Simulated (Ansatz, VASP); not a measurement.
Two plane-wave programs on HgSb2

```
Hg Sb
1.0
     0.00000    3.55606    3.55606
     3.55606    0.00000    3.55606
     3.55606    3.55606    0.00000
Hg Sb
1 2
Direct
  0.00000 0.00000 0.00000
  0.25000 0.25000 0.25000
  0.75000 0.75000 0.75000
```

Alike in both runs: functional r2SCAN; k mesh 12 × 12 × 12; occupations gaussian, width 0.1 eV; no spin polarisation.

Ansatz relaxed the structure, and its values are those at the end. VASP's run is a single point on that final structure, the one shown.

|  | VASP | Ansatz |
| --- | --- | --- |
| version | VASP 6.6.1 | Ansatz 0.2.0 |
| potentials or method | VASP PAW PBE potentials, release 64 (Hg, Sb), cutoff 520 eV | scalar-relativistic, plane waves, PAW |
| valence electrons in the cell | 22 | 50 |

|  | VASP | Ansatz | Ansatz less VASP |
| --- | --- | --- | --- |
| gap on the k mesh at the Fermi level (eV) | none | none | - |
| pressure (GPa) | 0.0 | 0.0 | -0.02 |

VASP's potentials were made for PBE, not for r2SCAN. A gap of «none» marks a metal or a gap that the smearing closes. The functional is the same, so the differences come from potentials, cutoffs and numerics. VASP's potentials hold 22 valence electrons a cell and Ansatz's 50, so a difference there can come from the potentials and not from the codes.

Neither program's run includes spin-orbit coupling.
